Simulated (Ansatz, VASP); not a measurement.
## Two plane-wave programs on C

```
C
1.0
     0.00000    1.92607    1.85474
     1.92607    0.00000    1.85474
     1.92607    1.92607    0.00000
C
2
Direct
  0.50000 0.50000 0.50000
  0.75000 0.75000 0.75000
```

Change from the starting cell: strain +0.080 along x and y, +0.040 along z, atoms carried along.

Alike in both runs: task single point; functional r2SCAN; k mesh 12 × 12 × 12; occupations gaussian, width 0.05 eV; no spin polarisation.

|  | VASP | Ansatz |
| --- | --- | --- |
| version | VASP 6.6.1 | Ansatz 0.2.0 |
| potentials or method | VASP PAW PBE potentials, release 64 (C), cutoff 520 eV | scalar-relativistic, plane waves, PAW |
| valence electrons in the cell | 8 | 8 |

|  | VASP | Ansatz | Ansatz less VASP |
| --- | --- | --- | --- |
| gap on the k mesh at the Fermi level (eV) | 3.04 | 3.06 | +0.020 |
| least direct gap on the mesh (eV) | 4.68 | 4.71 | +0.030 |
| pressure (GPa) | -61.0 | -61.6 | -0.58 |
| traceless stress, the component that is largest in VASP (GPa) | 18.90 | 18.92 | +0.028 |

VASP's potentials were made for PBE, not for r2SCAN. Both programs put the cell under strong tension, so it lies far from rest at this level.

Noted on VASP's run: the cell as given lies far from equilibrium.
